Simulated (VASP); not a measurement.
Here is a VASP 6.6.1 calculation.

Contents of POSCAR:

```
Nb
1.0
    0.0000000000      2.1065511086      2.1065511086
    2.1065511086      0.0000000000      2.1065511086
    2.1065511086      2.1065511086      0.0000000000
Nb
1
Direct
    0.0000000000      0.0000000000      0.0000000000
```

INCAR.step1

```
  PREC = Accurate
  ENCUT = 520
  EDIFF = 1E-5
  ISMEAR = -1
  SIGMA = 0.05
  LREAL = False
  LASPH = True
  NELM = 80
  ALGO = Normal
  ISIF = 2
  LWAVE = True
  GGA = PE
  NBANDS = 12
```

File INCAR.step2:

```
  PREC = Accurate
  ENCUT = 520
  EDIFF = 1E-7
  ISMEAR = -1
  SIGMA = 0.05
  LREAL = False
  LASPH = True
  NELM = 80
  ALGO = Normal
  ISIF = 2
  LWAVE = False
  LCHARG = True
  GGA = PE
  LHFCALC = True
  AEXX = 0.25
  PRECFOCK = Normal
  LELF = True
  LVHAR = True
  ISTART = 1
  NBANDS = 12
```

KPOINTS

```
regular mesh
0
Gamma
  6 6 6
```

Potentials or basis: VASP PAW PBE potentials, release 64 (Nb_sv).

Command:

```sh
$ cat potpaw_PBE.64/Nb_sv/POTCAR > POTCAR
$ cp INCAR.step1 INCAR
$ mpirun -np 1 vasp_std > vasp.out
$ cp INCAR.step2 INCAR
$ mpirun -np 1 vasp_std > vasp.out
```

Question: Predict the pressure.

Answer: -3.2 GPa.

Caveat: the k points lie up to 0.43 Å⁻¹ apart; the PAW data sets were made with another functional, which shifts forces and pressure a little.
